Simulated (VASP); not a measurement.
# ZnF2 (P4_2/mnm) in VASP: a series of runs

The runs below take ZnF2 through single point, relaxation of cell and atoms, with PBE.

Program: VASP 6.6.1. These are calculated values, not measurements. Logs are shortened: lines on timing, memory, paths and dates and some standing lists are left out, and cuts for length are marked.

## Step 1: The cell of the first run

It takes space group P4_2/mnm (No. 136, tetragonal). The conventional cell has a = 4.800 Å, b = 4.800 Å, c = 3.175 Å, α = 90.00°, β = 90.00°, γ = 90.00°. Zn (site symmetry mmm) has 6 F at 2.07 Å within 2.7 Å. Within 2.7 Å of F (site symmetry m2m) lie 3 Zn at 2.07 Å and 1 F at 2.66 Å.

## Step 2: Single point, PBE

File INCAR:

```
SYSTEM = ZnF2
PREC = Accurate
ENCUT = 600
EDIFF = 1E-6
ISMEAR = 0
SIGMA = 0.02
LREAL = .FALSE.
LASPH = .TRUE.
NELM = 120
ALGO = Normal
ISIF = 2
LWAVE = .FALSE.
LCHARG = .FALSE.
GGA = PE
NBANDS = 35
GGA_COMPAT = .FALSE.
```

File KPOINTS:

```
regular mesh
0
G
  6 6 8
  0 0 0
```

File POSCAR:

```
ZnF2
1.0
    4.7998656245      0.0000000000      0.0000000000
    0.0000000000      4.7998656245      0.0000000000
    0.0000000000      0.0000000000      3.1754768057
Zn F
2 4
Direct
    0.5000000000      0.5000000000      0.5000000000
    0.0000000000      0.0000000000      0.0000000000
    0.6956244822      0.6956244822      0.0000000000
    0.8043755178      0.1956244822      0.5000000000
    0.3043755178      0.3043755178      0.0000000000
    0.1956244822      0.8043755178      0.5000000000
```

Potentials or basis: VASP PAW PBE potentials, release 64 (Zn, F).

Run with:

```
$ cat potpaw_PBE.64/Zn/POTCAR potpaw_PBE.64/F/POTCAR > POTCAR
$ mpirun -np 1 vasp_std > vasp.out
```

OUTCAR:

```text
SYSTEM = ZnF2
   PREC = Accurate
   ENCUT = 600
   EDIFF = 1E-6
   ISMEAR = 0
   LREAL = .FALSE.
   LASPH = .TRUE.
   NELM = 120
   ISIF = 2
   GGA = PE

 ion  position               nearest neighbor table
   1  0.500  0.500  0.500-   4 2.07   6 2.07   5 2.07   3 2.07   3 2.07   5 2.07
   2  0.000  0.000  0.000-   3 2.07   5 2.07   4 2.07   6 2.07   4 2.07   6 2.07
   3  0.696  0.696  0.000-   2 2.07   1 2.07   1 2.07
   4  0.804  0.196  0.500-   1 2.07   2 2.07   2 2.07
   5  0.304  0.304  0.000-   2 2.07   1 2.07   1 2.07
   6  0.196  0.804  0.500-   1 2.07   2 2.07   2 2.07

  LATTYP: Found a simple tetragonal cell.
 ALAT       =     4.7998656245
 C/A-ratio  =     0.6615761886

  Lattice vectors:

 A1 = (   4.7998656245,   0.0000000000,   0.0000000000)
 A2 = (   0.0000000000,   4.7998656245,   0.0000000000)
 A3 = (   0.0000000000,   0.0000000000,   3.1754768057)

Analysis of symmetry for initial positions (statically):
=====================================================================
 Subroutine PRICEL returns:
 Original cell was already a primitive cell.

 Routine SETGRP: Setting up the symmetry group for a
 simple tetragonal supercell.

 Subroutine GETGRP returns: Found 16 space group operations
 (whereof  8 operations were pure point group operations)
 out of a pool of 16 trial point group operations.

The static configuration has the point symmetry D_2h.
 The point group associated with its full space group is D_4h.

Analysis of symmetry for dynamics (positions and initial velocities):
=====================================================================
 Subroutine PRICEL returns:
 Original cell was already a primitive cell.

 Routine SETGRP: Setting up the symmetry group for a
 simple tetragonal supercell.

 Subroutine GETGRP returns: Found 16 space group operations
 (whereof  8 operations were pure point group operations)
 out of a pool of 16 trial point group operations.

The dynamic configuration has the point symmetry D_2h.
 The point group associated with its full space group is D_4h.

 Subroutine INISYM returns: Found 16 space group operations
 (whereof  8 operations are pure point group operations),
 and found     1 'primitive' translations

----------------------------------------------------------------------------------------

                                     Primitive cell

  volume of cell :      73.1589
[... 93 lines left out ...]
   LSORBIT =      F    spin-orbit coupling
   LASPH  =      T    aspherical Exc in radial PAW
   ENCUT  =  600.0 eV  44.10 Ry    6.64 a.u.   9.59  9.59  6.34*2*pi/ulx,y,z
   NELM   =    120;   NELMIN=  2; NELMDL= -5     # of ELM steps
   EDIFF  = 0.1E-05   stopping-criterion for ELM
   LREAL  =      F    real-space projection
   EDIFFG = 0.1E-04   stopping-criterion for IOM
   NSW    =      0    number of steps for IOM
   IBRION =     -1    ionic relax: 0-MD 1-quasi-New 2-CG
   NFREE  =      0    steps in history (QN), initial steepest desc. (CG)
   ISIF   =      2    stress and relaxation
   ISYM   =      2    0-nonsym 1-usesym 2-fastsym
   POTIM  = 0.5000    time-step for ionic-motion
   TEBEG  =    0.0;   TEEND  =   0.0 temperature during run
   PSTRESS=    0.0 pullay stress
   NELECT =      52.0000    total number of electrons
   NUPDOWN=      -1.0000    fix difference up-down
   EMIN   =  10.00;   EMAX   =-10.00  energy-range for DOS
   EFERMI =   0.00;   METHOD = LEGACY
   ISMEAR =     0;   SIGMA  =   0.02  broadening in eV -4-tet -1-fermi 0-gaus
   EFERMI_NEDOS =   21; number of points for ismear=-14 and -15
   IALGO  =     38    algorithm
   IMIX   =      4    mixing-type and parameters
     AMIX     =   0.40;   BMIX     =  1.00
     AMIX_MAG =   1.60;   BMIX_MAG =  1.00
  volume/ion in A,a.u.               =      12.19        82.28
  Fermi-wavevector in a.u.,A,eV,Ry     =   1.461011  2.760911 29.042371  2.134554
  Thomas-Fermi vector in A             =   2.577393
   LORBIT       =      0    0 simple, 1 ext, 2 COOP (PROOUT), +10 PAW based schemes
   GGA     = PE    functional components
   LHFCALC =     F    Hartree Fock is set to
   AEXX    =    0.0000 exact exchange contribution
   IVDW    =     0    specifies the selected vdW correction
   LEPSILON=     F    determine dielectric tensor
   LRPA    =     F    only Hartree local field effects (RPA)
 non-spin polarized calculation
 Gauss-broadening in eV      SIGMA  =   0.02
  energy-cutoff  :      600.00
  volume of cell :       73.16
 maximum number of plane-waves:      2480
 NGX is ok and might be reduce to    40
   NGX = 19   NGY = 19   NGZ = 13

 number of electron      51.9999974 magnetization

 Free energy of the ion-electron system (eV)
  ---------------------------------------------------
  ext. energy  EPLUGINS =         0.00000000
  ---------------------------------------------------
  free energy    TOTEN  =       -23.25248722 eV

  energy without entropy =      -23.25248722  energy(sigma->0) =      -23.25248722

 E-fermi :  -1.6323     XC(G=0):  -9.9938

 val. band max:       -1.7141886672   @ k =   0.0000   0.0000   0.0000
 cond. band min:       1.7422305903   @ k =   0.0000   0.0000   0.0000
 fundamental gap:      3.4564192575
 Fermi energy:        -1.6322815376

 k-point     1 :       0.0000    0.0000    0.0000
  band No.  band energies     occupation
      1     -23.1144      2.00000
      2     -22.4342      2.00000
      3     -22.4342      2.00000
      4     -22.4104      2.00000
      5      -7.4262      2.00000
      6      -6.6616      2.00000
[... 901 lines left out ...]
     34      12.3797      0.00000
     35      14.3866      0.00000

 [... further k-points ...]
[... 5 lines left out ...]
  --------------------------------------------------------------------------------------
  -------------------------------------------------------------------------------------
  Total        0.1103414      0.1103414      0.2288435      0.0000000      0.0000000      0.0000000
  in kB        2.4164738      2.4164738      5.0116651      0.0000000      0.0000000      0.0000000
  external PRESSURE =       3.2815376 kB  Pullay stress =       0.0000000 kB

 VOLUME and BASIS-vectors are now :
 -----------------------------------------------------------------------------
  energy-cutoff  :      600.00
  volume of cell :       73.16
      direct lattice vectors                 reciprocal lattice vectors
     4.799865624  0.000000000  0.000000000     0.208339166  0.000000000  0.000000000
     0.000000000  4.799865624  0.000000000     0.000000000  0.208339166  0.000000000
     0.000000000  0.000000000  3.175476806     0.000000000  0.000000000  0.314913338

 POSITION                                       TOTAL-FORCE (eV/Angst)
 -----------------------------------------------------------------------------------
      2.39993      2.39993      1.58774         0.000000      0.000000      0.000000
      0.00000      0.00000      0.00000         0.000000      0.000000      0.000000
      3.33890      3.33890      0.00000         0.009441      0.009441      0.000000
      3.86089      0.93897      1.58774        -0.009441      0.009441      0.000000
      1.46096      1.46096      0.00000        -0.009441     -0.009441      0.000000
      0.93897      3.86089      1.58774         0.009441     -0.009441      0.000000
 -----------------------------------------------------------------------------------
    total drift:                                0.000000     -0.000000     -0.000000

  FREE ENERGIE OF THE ION-ELECTRON SYSTEM (eV)
  ---------------------------------------------------
  free  energy   TOTEN  =       -23.2524872229 eV

  energy  without entropy=      -23.2524872229  energy(sigma->0) =      -23.25248722
```

OSZICAR:

```text
N       E                     dE             d eps       ncg     rms          rms(c)
DAV:   1     0.649699379783E+03    0.64970E+03   -0.29004E+04  3508   0.220E+03
DAV:   2     0.563152973956E+02   -0.59338E+03   -0.55466E+03  3743   0.532E+02
DAV:   3    -0.238780290802E+02   -0.80193E+02   -0.79300E+02  3823   0.195E+02
DAV:   4    -0.261016323178E+02   -0.22236E+01   -0.22171E+01  4179   0.344E+01
DAV:   5    -0.261171520030E+02   -0.15520E-01   -0.15517E-01  3943   0.297E+00    0.133E+01
DAV:   6    -0.231937315443E+02    0.29234E+01   -0.63070E+00  5192   0.435E+01    0.775E+00
DAV:   7    -0.232901800840E+02   -0.96449E-01   -0.20233E+00  3690   0.954E+00    0.483E+00
DAV:   8    -0.232952408849E+02   -0.50608E-02   -0.42838E-01  5259   0.114E+01    0.152E+00
DAV:   9    -0.232511694559E+02    0.44071E-01   -0.17490E-01  5325   0.133E+01    0.361E-01
DAV:  10    -0.232525297019E+02   -0.13602E-02   -0.26246E-02  4850   0.199E+00    0.184E-01
DAV:  11    -0.232524170966E+02    0.11261E-03   -0.28377E-03  5106   0.622E-01    0.262E-02
DAV:  12    -0.232524879382E+02   -0.70842E-04   -0.27073E-04  4069   0.166E-01    0.165E-02
DAV:  13    -0.232524871966E+02    0.74165E-06   -0.49318E-05  5021   0.783E-02    0.782E-03
DAV:  14    -0.232524870425E+02    0.15404E-06   -0.10468E-05  3919   0.464E-02    0.137E-03
DAV:  15    -0.232524872229E+02   -0.18037E-06   -0.73184E-07  1892   0.166E-02
   1 F= -.23252487E+02 E0= -.23252487E+02  d E =-.509841E-11
```

stdout:

```text
POSCAR found type information on POSCAR ZnF
 POSCAR found :  2 types and       6 ions
 scaLAPACK will be used
 LDA part: xc-table for (Slater+PW92), standard interpolation
 POSCAR, INCAR and KPOINTS ok, starting setup
 FFT: planning ... GRIDC
 FFT: planning ... GRID_SOFT
 FFT: planning ... GRID
 WAVECAR not read
 entering main loop
```

It took 2.2 min on 1 thread of Intel Xeon Platinum 8488C (Sapphire Rapids), shared host; peak memory 0.27 GiB.

Results:

```
Free energy            : -23.2525 eV
Pressure               : 0.3 GPa
Largest force          : 0.013 eV/Å
Band gap on the k mesh : 3.46 eV
```

Forces in eV/Å, atoms in the order of the input:
```
Zn   0.000  0.000  0.000
Zn   0.000  0.000  0.000
F    0.009  0.009  0.000
F   -0.009  0.009  0.000
F   -0.009 -0.009  0.000
F    0.009 -0.009  0.000
```

## Step 3: Relaxation of cell and atoms, PBE

This run uses another cell than the first one, of 11.55 Å³/atom.

File INCAR:

```
PREC = Accurate
ENCUT = 600
EDIFF = 1E-7
ISMEAR = 0
SIGMA = 0.02
LREAL = False
LASPH = True
NELM = 120
ALGO = Normal
ISIF = 3
LWAVE = False
LCHARG = False
GGA = PE
IBRION = 2
NSW = 100
EDIFFG = -0.005
GGA_COMPAT = False
NELMIN = 4
```

File KPOINTS:

```
regular mesh
0
Gamma
  6 6 8
```

File POSCAR:

```
ZnF2
1.0
    4.7029441700      0.0000000000      0.0000000000
    0.0000000000      4.7029441700      0.0000000000
    0.0000000000      0.0000000000      3.1328902100
Zn F
2 4
Direct
    0.5000000000      0.5000000000      0.5000000000
    0.0000000000      0.0000000000      0.0000000000
    0.6968616200      0.6968616200      0.0000000000
    0.8031383800      0.1968616200      0.5000000000
    0.3031383800      0.3031383800      0.0000000000
    0.1968616200      0.8031383800      0.5000000000
```

Potentials or basis: VASP PAW PBE potentials, release 64 (Zn, F).

Run with:

```
$ cat potpaw_PBE.64/Zn/POTCAR potpaw_PBE.64/F/POTCAR > POTCAR
$ mpirun -np 1 vasp_std > vasp.out
```

It took 11 min on 1 thread of Intel Xeon Platinum 8488C (Sapphire Rapids), shared host; peak memory 0.27 GiB.

It converged, with:

```yaml
Free_energy: -23.2417 eV
Relaxed_volume: 12.24 Å³/atom
Relaxed_cell: a = 4.802 Å, b = 4.802 Å, c = 3.185 Å, α = 90.00°, β = 90.00°, γ = 90.00°
Space_group_after_relaxing_to_0.1_Å: P4_2/mnm (No. 136)
Energy_gained_by_relaxing: 13.2 meV/atom
Ionic_steps: 10
Pressure_after_relaxing: 0.0 GPa
Band_gap_on_the_k_mesh: 3.44 eV
```

Step by step:
| step | energy change (eV) | largest force (eV/Å) | pressure (GPa) | volume (Å³) |
| --- | --- | --- | --- | --- |
| 1 | 0.0000 | 0.0332 | 6.61 | 69.29 |
| 2 | -0.0741 | 0.0759 | -1.22 | 74.18 |
| 3 | -0.0778 | 0.0585 | 0.06 | 73.25 |
| 4 | -0.0778 | 0.0600 | -0.06 | 73.33 |
| 5 | -0.0786 | 0.0417 | -0.05 | 73.38 |
| 6 | -0.0794 | 0.0034 | -0.05 | 73.50 |
| 7 | -0.0794 | 0.0030 | -0.09 | 73.49 |
| 8 | -0.0792 | 0.0191 | -0.10 | 73.43 |
| 9 | -0.0794 | 0.0018 | -0.05 | 73.49 |
| 10 | -0.0794 | 0.0017 | 0.01 | 73.43 |

Final structure:
```xyz
6
Lattice="4.8016 0.0000 0.0000 0.0000 4.8016 0.0000 0.0000 0.0000 3.1851" Properties=species:S:1:pos:R:3 pbc="T T T"
Zn    2.4008    2.4008    1.5926
Zn    4.8016    0.0000    0.0000
F     3.3405    3.3405    0.0000
F     3.8618    0.9397    1.5926
F     1.4611    1.4611    0.0000
F     0.9397    3.8618    1.5926
```

Levels at points of the mesh, in eV from the valence-band top:
```
           k point  band 24  band 25  band 26  band 27  band 28  band 29
(0.00, 0.00, 0.00)    -0.24    -0.24     0.00     3.44     9.00     9.66
(0.50, 0.00, 0.00)    -0.54    -0.31    -0.31     5.95     5.95    10.52
(0.50, 0.50, 0.00)    -1.02    -0.26    -0.26     6.78     6.78     9.16
(0.00, 0.00, 0.50)    -1.13    -1.10    -1.10     8.02     8.02    11.74
(0.50, 0.00, 0.50)    -1.11     0.00     0.00     8.46     8.46    10.27
(0.50, 0.50, 0.50)    -1.09    -0.73    -0.73     7.86     7.86    11.47
```

A k mesh can miss the band edges.
